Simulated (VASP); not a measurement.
# Ag (P6_3/mmc) in VASP: further runs

Ag is run at these levels: PBE; tasks: single point, relaxation of cell and atoms.

Program: VASP 6.6.1. These are calculated values, not measurements. Logs are shortened: lines on timing, memory, paths and dates and some standing lists are left out, and cuts for length are marked.

### Step 1. The cell of the first run

Symmetry: P6_3/mmc, No. 194, hexagonal system. The conventional cell has a = 2.934 Å, b = 2.934 Å, c = 4.799 Å, α = 90.00°, β = 90.00°, γ = 120.00°. Ag (site symmetry -6m2) has 12 Ag at 2.93 to 2.94 Å within 3.9 Å.

### Step 2. Single point, PBE

Contents of INCAR:

```
ALGO     = Fast           # electronic algorithm
EDIFF    = 1E-6           # SCF threshold, eV
ENCUT    = 520            # plane-wave cutoff, eV
GGA      = PE             # functional
ISIF     = 2              # what is computed and relaxed
ISMEAR   = 0              # smearing method
LASPH    = T              # aspherical terms in the spheres
LCHARG   = F              # write CHGCAR
LREAL    = F              # projectors in reciprocal space
LWAVE    = F              # write WAVECAR
NBANDS   = 18             # bands
NELM     = 60             # most SCF steps
PREC     = Accurate       # precision mode
SIGMA    = 0.1            # smearing width, eV
```

Contents of KPOINTS:

```
k-points
0
Gamma
  18 18 10
```

Contents of POSCAR:

```
Ag
1.0
    2.9341770114      0.0000000000      0.0000000000
   -1.4670885057      2.5410718311      0.0000000000
    0.0000000000      0.0000000000      4.7990779197
Ag
2
Direct
    0.3333333333      0.6666666667      0.2500000000
    0.6666666667      0.3333333333      0.7500000000
```

Potentials or basis: VASP PAW PBE potentials, release 64 (Ag).

Launch:

```console
$ cat potpaw_PBE.64/Ag/POTCAR > POTCAR
$ mpirun -np 1 vasp_std > vasp.out
```

OUTCAR:

```text
EDIFF = 1E-6
   ENCUT = 520
   GGA = PE
   ISIF = 2
   ISMEAR = 0
   LASPH = T
   LREAL = F
   NELM = 60
   PREC = Accurate

 ion  position               nearest neighbor table
   1  0.333  0.667  0.250-   2 2.94   2 2.94   2 2.94   2 2.94   2 2.94   2 2.94
   2  0.667  0.333  0.750-   1 2.94   1 2.94   1 2.94   1 2.94   1 2.94   1 2.94

  LATTYP: Found a hexagonal cell.
 ALAT       =     2.9341770114
 C/A-ratio  =     1.6355788697

  Lattice vectors:

 A1 = (   2.9341770114,   0.0000000000,   0.0000000000)
 A2 = (  -1.4670885057,   2.5410718311,   0.0000000000)
 A3 = (   0.0000000000,   0.0000000000,   4.7990779197)

Analysis of symmetry for initial positions (statically):
=====================================================================
 Subroutine PRICEL returns:
 Original cell was already a primitive cell.

 Routine SETGRP: Setting up the symmetry group for a
 hexagonal supercell.

 Subroutine GETGRP returns: Found 24 space group operations
 (whereof 12 operations were pure point group operations)
 out of a pool of 24 trial point group operations.

The static configuration has the point symmetry D_3d.
 The point group associated with its full space group is D_6h.

Analysis of symmetry for dynamics (positions and initial velocities):
=====================================================================
 Subroutine PRICEL returns:
 Original cell was already a primitive cell.

 Routine SETGRP: Setting up the symmetry group for a
 hexagonal supercell.

 Subroutine GETGRP returns: Found 24 space group operations
 (whereof 12 operations were pure point group operations)
 out of a pool of 24 trial point group operations.

The dynamic configuration has the point symmetry D_3d.
 The point group associated with its full space group is D_6h.

 Subroutine INISYM returns: Found 24 space group operations
 (whereof 12 operations are pure point group operations),
 and found     1 'primitive' translations

----------------------------------------------------------------------------------------

                                     Primitive cell

  volume of cell :      35.7817

  direct lattice vectors                    reciprocal lattice vectors
     2.934177011  0.000000000  0.000000000     0.340811068  0.196767362  0.000000000
    -1.467088506  2.541071831  0.000000000     0.000000000  0.393534723  0.000000000
     0.000000000  0.000000000  4.799077920     0.000000000  0.000000000  0.208373362

  length of vectors
     2.934177011  2.934177011  4.799077920     0.393534723  0.393534723  0.208373362
[... 81 lines left out ...]
   EDIFF  = 0.1E-05   stopping-criterion for ELM
   LREAL  =      F    real-space projection
   EDIFFG = 0.1E-04   stopping-criterion for IOM
   NSW    =      0    number of steps for IOM
   IBRION =     -1    ionic relax: 0-MD 1-quasi-New 2-CG
   NFREE  =      0    steps in history (QN), initial steepest desc. (CG)
   ISIF   =      2    stress and relaxation
   ISYM   =      2    0-nonsym 1-usesym 2-fastsym
   POTIM  = 0.5000    time-step for ionic-motion
   TEBEG  =    0.0;   TEEND  =   0.0 temperature during run
   PSTRESS=    0.0 pullay stress
   NELECT =      22.0000    total number of electrons
   NUPDOWN=      -1.0000    fix difference up-down
   EMIN   =  10.00;   EMAX   =-10.00  energy-range for DOS
   EFERMI =   0.00;   METHOD = LEGACY
   ISMEAR =     0;   SIGMA  =   0.10  broadening in eV -4-tet -1-fermi 0-gaus
   EFERMI_NEDOS =   21; number of points for ismear=-14 and -15
   IALGO  =     68    algorithm
   IMIX   =      4    mixing-type and parameters
     AMIX     =   0.40;   BMIX     =  1.00
     AMIX_MAG =   1.60;   BMIX_MAG =  1.00
  volume/ion in A,a.u.               =      17.89       120.73
  Fermi-wavevector in a.u.,A,eV,Ry     =   1.392073  2.630637 26.366288  1.937868
  Thomas-Fermi vector in A             =   2.515851
   LORBIT       =      0    0 simple, 1 ext, 2 COOP (PROOUT), +10 PAW based schemes
   GGA     = PE    functional components
   LHFCALC =     F    Hartree Fock is set to
   AEXX    =    0.0000 exact exchange contribution
   IVDW    =     0    specifies the selected vdW correction
   LEPSILON=     F    determine dielectric tensor
   LRPA    =     F    only Hartree local field effects (RPA)
 non-spin polarized calculation
 RMM-DIIS sequential band-by-band and
 Gauss-broadening in eV      SIGMA  =   0.10
  energy-cutoff  :      520.00
  volume of cell :       35.78
 maximum number of plane-waves:       996
 NGX is ok and might be reduce to    24
   NGX = 11   NGY = 11   NGZ = 17

 number of electron      22.0000003 magnetization

 Free energy of the ion-electron system (eV)
  ---------------------------------------------------
  ext. energy  EPLUGINS =         0.00000000
  ---------------------------------------------------
  free energy    TOTEN  =        -5.42742195 eV

  energy without entropy =       -5.42336921  energy(sigma->0) =       -5.42539558

 E-fermi :   7.7673     XC(G=0): -11.9233

 val. band max:        7.7427788561   @ k =   0.0556  -0.0000   0.0000
 cond. band min:       7.7730505226   @ k =   0.4444   0.0556   0.2000
 fundamental gap:      0.0302716664
 Fermi energy:         7.7673053438

 k-point     1 :       0.0000    0.0000    0.0000
  band No.  band energies     occupation
      1       0.3585      2.00000
      2       1.6730      2.00000
      3       3.1322      2.00000
      4       3.2270      2.00000
      5       3.2270      2.00000
      6       3.4438      2.00000
[... 481 lines left out ...]
      5       3.4437      2.00000
      6       3.6204      2.00000
[... 10 lines left out ...]
     17      18.5060      0.00000
     18      22.6416      0.00000

 [... further k-points ...]

------------------------ aborting loop because EDIFF is reached ----------------------------------------

  FORCE on cell =-STRESS in cart. coord.  units (eV):
  Direction    XX          YY          ZZ          XY          YZ          ZX
  --------------------------------------------------------------------------------------
  -------------------------------------------------------------------------------------
  Total       -0.0096275     -0.0096275     -0.0078584      0.0000000     -0.0000000      0.0000000
  in kB       -0.4310841     -0.4310841     -0.3518724      0.0000000     -0.0000000      0.0000000
  external PRESSURE =      -0.4046802 kB  Pullay stress =       0.0000000 kB

 VOLUME and BASIS-vectors are now :
 -----------------------------------------------------------------------------
  energy-cutoff  :      520.00
  volume of cell :       35.78
      direct lattice vectors                 reciprocal lattice vectors
     2.934177011  0.000000000  0.000000000     0.340811068  0.196767362  0.000000000
    -1.467088506  2.541071831  0.000000000     0.000000000  0.393534723  0.000000000
     0.000000000  0.000000000  4.799077920     0.000000000  0.000000000  0.208373362

 POSITION                                       TOTAL-FORCE (eV/Angst)
 -----------------------------------------------------------------------------------
     -0.00000      1.69405      1.19977        -0.000000      0.000000      0.000000
      1.46709      0.84702      3.59931         0.000000      0.000000      0.000000
 -----------------------------------------------------------------------------------
    total drift:                               -0.000000      0.000000     -0.000000

  FREE ENERGIE OF THE ION-ELECTRON SYSTEM (eV)
  ---------------------------------------------------
  free  energy   TOTEN  =        -5.4274219473 eV

  energy  without entropy=       -5.4233692081  energy(sigma->0) =       -5.42539558
```

OSZICAR:

```text
N       E                     dE             d eps       ncg     rms          rms(c)
DAV:   1     0.124962821544E+03    0.12496E+03   -0.11737E+04  8008   0.121E+03
DAV:   2    -0.385334675828E+01   -0.12882E+03   -0.12218E+03  8290   0.266E+02
DAV:   3    -0.589498509428E+01   -0.20416E+01   -0.20341E+01  9290   0.377E+01
DAV:   4    -0.590120871481E+01   -0.62236E-02   -0.62231E-02  8820   0.204E+00
DAV:   5    -0.590126015448E+01   -0.51440E-04   -0.51439E-04  8864   0.200E-01    0.652E+00
RMM:   6    -0.544419471951E+01    0.45707E+00   -0.10959E+00  8011   0.850E+00    0.427E+00
RMM:   7    -0.543214903297E+01    0.12046E-01   -0.20829E-02  8341   0.143E+00    0.251E+00
RMM:   8    -0.542745845489E+01    0.46906E-02   -0.16626E-03  8324   0.358E-01    0.231E-01
RMM:   9    -0.542741425151E+01    0.44203E-04   -0.33393E-04  8715   0.148E-01    0.821E-02
RMM:  10    -0.542741970763E+01   -0.54561E-05   -0.40345E-05  8698   0.490E-02    0.357E-02
RMM:  11    -0.542742194678E+01   -0.22392E-05   -0.10479E-05  7733   0.206E-02    0.106E-02
RMM:  12    -0.542742194734E+01   -0.56116E-09   -0.81697E-07  6221   0.649E-03
   1 F= -.54274219E+01 E0= -.54253956E+01  d E =-.405274E-02
```

stdout:

```text
POSCAR found type information on POSCAR Ag
 POSCAR found :  1 types and       2 ions
 scaLAPACK will be used
 LDA part: xc-table for (Slater+PW92), standard interpolation
 POSCAR, INCAR and KPOINTS ok, starting setup
 FFT: planning ... GRIDC
 FFT: planning ... GRID_SOFT
 FFT: planning ... GRID
 WAVECAR not read
 entering main loop
```

Run time: 1.8 min. Hardware: 1 thread of Intel Xeon Platinum 8259CL at 2.50GHz (Skylake/Cascade Lake), shared host; peak memory 0.24 GiB.

What came out:

| Item | Value |
| --- | --- |
| Free energy | -5.4274 eV |
| Pressure | 0.0 GPa |
| Band gap on the k mesh | zero (band 11 reaches 11.76 eV, above the bottom of band 12 at 4.41 eV) |

### Step 3. Relaxation of cell and atoms, PBE

This run uses another cell than the first one, of 17.81 Å³/atom, 0.995 times its volume.

Contents of INCAR:

```
PREC = Accurate ; ENCUT = 600
EDIFF = 1E-6 ; ISMEAR = 0
SIGMA = 0.1 ; LREAL = F
LASPH = T ; NELM = 100
ALGO = Fast ; ISIF = 3
LWAVE = F ; LCHARG = F
GGA = PE ; IBRION = 2
NSW = 100 ; EDIFFG = -0.005
```

Contents of KPOINTS:

```
Automatic mesh
0
Gamma
  18 18 10
```

Contents of POSCAR:

```
Ag
1.0
    2.9299980804      0.0000000000      0.0000000000
   -1.4649990402      2.5374527707      0.0000000000
    0.0000000000      0.0000000000      4.7900000000
Ag
2
Direct
    0.3333333333      0.6666666667      0.2500000000
    0.6666666667      0.3333333333      0.7500000000
```

Potentials or basis: VASP PAW PBE potentials, release 64 (Ag).

Launch:

```console
$ cat potpaw_PBE.64/Ag/POTCAR > POTCAR
$ mpirun -np 1 vasp_std > vasp.out
```

OUTCAR:

```text
PREC = Accurate
   ENCUT = 600
   EDIFF = 1E-6
   ISMEAR = 0
   LREAL = F
   LASPH = T
   NELM = 100
   ISIF = 3
   GGA = PE
   IBRION = 2
   NSW = 100
   EDIFFG = -0.005

 ion  position               nearest neighbor table
   1  0.333  0.667  0.250-   2 2.93   2 2.93   2 2.93   2 2.93   2 2.93   2 2.93
   2  0.667  0.333  0.750-   1 2.93   1 2.93   1 2.93   1 2.93   1 2.93   1 2.93

  LATTYP: Found a hexagonal cell.
 ALAT       =     2.9299980804
 C/A-ratio  =     1.6348133577

  Lattice vectors:

 A1 = (   2.9299980804,   0.0000000000,   0.0000000000)
 A2 = (  -1.4649990402,   2.5374527707,   0.0000000000)
 A3 = (   0.0000000000,   0.0000000000,   4.7900000000)

Analysis of symmetry for initial positions (statically):
=====================================================================
 Subroutine PRICEL returns:
 Original cell was already a primitive cell.

 Routine SETGRP: Setting up the symmetry group for a
 hexagonal supercell.

 Subroutine GETGRP returns: Found 24 space group operations
 (whereof 12 operations were pure point group operations)
 out of a pool of 24 trial point group operations.

The static configuration has the point symmetry D_3d.
 The point group associated with its full space group is D_6h.

Analysis of symmetry for dynamics (positions and initial velocities):
=====================================================================
 Subroutine PRICEL returns:
 Original cell was already a primitive cell.

 Routine SETGRP: Setting up the symmetry group for a
 hexagonal supercell.

 Subroutine GETGRP returns: Found 24 space group operations
 (whereof 12 operations were pure point group operations)
 out of a pool of 24 trial point group operations.

The dynamic configuration has the point symmetry D_3d.
 The point group associated with its full space group is D_6h.

 Subroutine INISYM returns: Found 24 space group operations
[... 132 lines left out ...]
  energy-cutoff  :      600.00
  volume of cell :       35.61
 maximum number of plane-waves:      1204
 NGX is ok and might be reduce to    24
   NGX = 11   NGY = 11   NGZ = 19

--------------------------------------- Ionic step        1  -------------------------------------------

 number of electron      22.0000005 magnetization

 Free energy of the ion-electron system (eV)
  ---------------------------------------------------
  ext. energy  EPLUGINS =         0.00000000
  ---------------------------------------------------
  free energy    TOTEN  =        -5.42672324 eV

  energy without entropy =       -5.42266578  energy(sigma->0) =       -5.42469451

------------------------ aborting loop because EDIFF is reached ----------------------------------------

  FORCE on cell =-STRESS in cart. coord.  units (eV):
  Direction    XX          YY          ZZ          XY          YZ          ZX
  --------------------------------------------------------------------------------------
  -------------------------------------------------------------------------------------
  Total        0.0926572      0.0926572      0.1028537      0.0000000     -0.0000000      0.0000000
  in kB        4.1685873      4.1685873      4.6273214      0.0000000     -0.0000000      0.0000000
  external PRESSURE =       4.3214987 kB  Pullay stress =       0.0000000 kB
[... 59 lines left out ...]
--------------------------------------- Ionic step        3  -------------------------------------------

 number of electron      22.0000005 magnetization

 Free energy of the ion-electron system (eV)
  ---------------------------------------------------
  ext. energy  EPLUGINS =         0.00000000
  ---------------------------------------------------
  free energy    TOTEN  =        -5.42682299 eV

  energy without entropy =       -5.42277409  energy(sigma->0) =       -5.42479854

 E-fermi :   7.7938     XC(G=0): -11.9356

 val. band max:        7.7674609012   @ k =   0.0556   0.0000   0.0000
 cond. band min:       7.7973644597   @ k =   0.4444   0.0556   0.2000
 fundamental gap:      0.0299035585
 Fermi energy:         7.7937975679

 k-point     1 :       0.0000    0.0000    0.0000
  band No.  band energies     occupation
      1       0.3706      2.00000
      2       1.6881      2.00000
      3       3.1538      2.00000
      4       3.2474      2.00000
      5       3.2474      2.00000
      6       3.4654      2.00000
      7       3.4654      2.00000
      8       3.7915      2.00000
      9       3.7915      2.00000
     10       4.7241      2.00000
     11       4.7241      2.00000
     12       7.5242      1.99986
     13      11.1394      0.00000
     14      23.3340      0.00000
[... 401 lines left out ...]
      2       2.1386      2.00000
      3       2.2310      2.00000
      4       3.1365      2.00000
      5       3.4650      2.00000
      6       3.6425      2.00000
      7       3.7515      2.00000
      8       4.7147      2.00000
      9       4.8364      2.00000
     10       4.8603      2.00000
     11       7.4425      2.00000
     12      10.5259      0.00000
     13      14.2523      0.00000
     14      14.6222      0.00000
     15      16.6057      0.00000

 [... further k-points ...]
[... 5 lines left out ...]
  --------------------------------------------------------------------------------------
  -------------------------------------------------------------------------------------
  Total       -0.0027723     -0.0027723      0.0064183      0.0000000      0.0000000      0.0000000
  in kB       -0.1243875     -0.1243875      0.2879785      0.0000000      0.0000000      0.0000000
  external PRESSURE =       0.0130678 kB  Pullay stress =       0.0000000 kB
[... 17 lines left out ...]
  FREE ENERGIE OF THE ION-ELECTRON SYSTEM (eV)
  ---------------------------------------------------
  free  energy   TOTEN  =        -5.4268229887 eV

  energy  without entropy=       -5.4227740883  energy(sigma->0) =       -5.42479854

 reached required accuracy - stopping structural energy minimisation
```

OSZICAR:

```text
N       E                     dE             d eps       ncg     rms          rms(c)
DAV:   1     0.130528159764E+03    0.13053E+03   -0.13049E+04  6668   0.163E+03
[... 20 lines left out ...]
       N       E                     dE             d eps       ncg     rms          rms(c)
DAV:   1    -0.543236760655E+01   -0.56883E-02   -0.83726E-02  6919   0.337E+00    0.486E-01
RMM:   2    -0.542692917103E+01    0.54384E-02   -0.15253E-02  6660   0.116E+00    0.141E-01
RMM:   3    -0.542684517847E+01    0.83993E-04   -0.45942E-04  6660   0.184E-01    0.104E-01
RMM:   4    -0.542682514996E+01    0.20029E-04   -0.64345E-05  6660   0.851E-02    0.184E-02
RMM:   5    -0.542682282786E+01    0.23221E-05   -0.90208E-06  6638   0.268E-02    0.414E-03
RMM:   6    -0.542682298869E+01   -0.16083E-06   -0.15793E-06  4382   0.102E-02
   3 F= -.54268230E+01 E0= -.54247985E+01  d E =-.997517E-04
```

CONTCAR:

```text
Ag
   1.00000000000000
     2.9325380272568937    0.0000000000000000    0.0000000000000000
    -1.4662690136284469    2.5396524292024205    0.0000000000000000
    -0.0000000000000000   -0.0000000000000000    4.7946092851178230
  Ag
     2
Direct
     0.3333333332999970    0.6666666667000030    0.2500000000000000
     0.6666666667000030    0.3333333332999970    0.7500000000000000

  0.00000000E+00  0.00000000E+00  0.00000000E+00
  0.00000000E+00  0.00000000E+00  0.00000000E+00
```

Wall time 3.1 min (1 thread of Intel Xeon Platinum 8259CL at 2.50GHz (Skylake/Cascade Lake), shared host); peak memory 0.26 GiB.

What came out:

| Property | Result |
| --- | --- |
| Free energy | -5.4268 eV |
| Relaxed volume | 17.85 Å³/atom |
| Relaxed cell | a = 2.933 Å, b = 2.933 Å, c = 4.795 Å, α = 90.00°, β = 90.00°, γ = 120.00° |
| Space group after relaxing (to 0.05 Å) | P6_3/mmc (No. 194) |
| Energy gained by relaxing | 0.0 meV/atom |
| Ionic steps | 3 |
| Pressure after relaxing | 0.0 GPa |
| Band gap on the k mesh | zero (band 11 reaches 11.79 eV, above the bottom of band 12 at 4.43 eV) |

Final structure:
```
Ag
1.0
     2.93254    0.00000    0.00000
    -1.46627    2.53965    0.00000
     0.00000    0.00000    4.79461
Ag
2
Direct
  0.33333 0.66667 0.25000
  0.66667 0.33333 0.75000
```

Levels at points of the mesh, in eV from the Fermi level:
```csv
k point,band 7,band 8,band 9,band 10,band 11,band 12,band 13,band 14,band 15
"(0.00, 0.00, 0.00)",-4.33,-4.00,-4.00,-3.07,-3.07,-0.27,3.35,15.54,17.39
"(0.50, 0.00, 0.00)",-3.69,-2.95,-2.90,-2.82,0.14,1.46,6.69,6.96,9.00
"(0.00, 0.00, 0.50)",-4.37,-4.37,-3.36,-3.36,-3.36,-3.36,10.79,10.79,15.89
"(0.50, 0.00, 0.50)",-3.11,-3.11,-2.87,-2.87,0.83,0.83,4.35,4.35,13.27
```
